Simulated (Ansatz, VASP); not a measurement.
## K3TaO3: VASP beside Ansatz

```
K Ta O
1.0
     9.72432    0.00000    0.00000
    -4.86216    8.42151    0.00000
     0.00000    0.00000    5.24327
K Ta O
6 2 6
Direct
  0.00000 0.66924 0.25000
  0.33076 0.00000 0.75000
  0.33076 0.33076 0.25000
  0.66924 0.66924 0.75000
  0.00000 0.33076 0.75000
  0.66924 0.00000 0.25000
  0.00000 0.00000 0.00000
  0.00000 0.00000 0.50000
  0.83570 0.00000 0.75000
  0.16430 0.16430 0.75000
  0.83570 0.83570 0.25000
  0.00000 0.16430 0.25000
  0.16430 0.00000 0.25000
  0.00000 0.83570 0.75000
```

Alike in both runs: functional PBE; k mesh 2 × 2 × 3; occupations gaussian, width 0.15 eV; no spin polarisation.

Ansatz relaxed the structure, and its values are those at the end. VASP's run is a single point on that final structure, the one shown.

|  | VASP | Ansatz |
| --- | --- | --- |
| version | VASP 6.6.1 | Ansatz 0.2.0 |
| potentials or method | VASP PAW PBE potentials, release 64 (K_sv, Ta_pv, O), cutoff 520 eV | scalar-relativistic, plane waves, PAW |
| valence electrons in the cell | 112 | 116 |

```csv
,VASP,Ansatz,Ansatz less VASP
gap on the k mesh at the Fermi level (eV),none,none,-
pressure (GPa),0.5,0.3,-0.18
rms of the force components (eV/Å),0.033,0.012,-0.0215
```

A gap of «none» marks a metal or a gap that the smearing closes. VASP's potentials hold 112 valence electrons a cell and Ansatz's 116, so a difference there can come from the potentials and not from the codes.

The k mesh is coarse, so the values compare programs but aren't converged. Spin-orbit coupling is off throughout.
